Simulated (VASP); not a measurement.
Input of a VASP 6.6.1 run:

POSCAR

```
HfC
1.0
    3.2571133980      0.0000000000      0.0000000000
   -1.6285566990      2.8207430651      0.0000000000
    0.0000000000      0.0000000000      5.0692517963
Hf C
2 2
Direct
    0.6666666667      0.3333333333      0.7500000000
    0.3333333333      0.6666666667      0.2500000000
    0.0000000000      0.0000000000      0.0000000000
    0.0000000000      0.0000000000      0.5000000000
```

INCAR.step1

```
PREC = Accurate
ENCUT = 520
ISMEAR = -1
SIGMA = 0.1
LREAL = F
LASPH = T
NELM = 100
NBANDS = 22
GGA = PE
ALGO = Normal
EDIFF = 1E-4
LWAVE = T
LCHARG = F
```

INCAR.step2

```
PREC = Accurate
ENCUT = 520
EDIFF = 1E-6
ISMEAR = -1
SIGMA = 0.1
LREAL = F
LASPH = T
NELM = 100
ALGO = Normal
ISIF = 2
LWAVE = F
LCHARG = T
METAGGA = R2SCAN
LMIXTAU = T
LELF = T
LVHAR = T
NBANDS = 22
ISTART = 1
```

File KPOINTS:

```
Automatic mesh
0
Gamma
  8 8 5
```

Potentials or basis: VASP PAW PBE potentials, release 64 (Hf_pv, C).

Command:

```bash
$ cat potpaw_PBE.64/Hf_pv/POTCAR potpaw_PBE.64/C/POTCAR > POTCAR
$ cp INCAR.step1 INCAR
$ mpirun -np 1 vasp_std > vasp.out
$ cp INCAR.step2 INCAR
$ mpirun -np 1 vasp_std > vasp.out
```

What does it give for the pressure?

17.6 GPa.

Estimate the band gap on the k mesh.

zero (bands 14 and 15 overlap by 1.46 eV).

Stress tensor (GPa, compression positive):
```
15.95  0.00  0.00
 0.00 15.95  0.00
 0.00  0.00 20.90
```

Caveat: the cell stands under pressure; the PAW data sets were made with another functional, which shifts forces and pressure a little; spin-orbit coupling is left out, which moves the levels of the heavy elements.
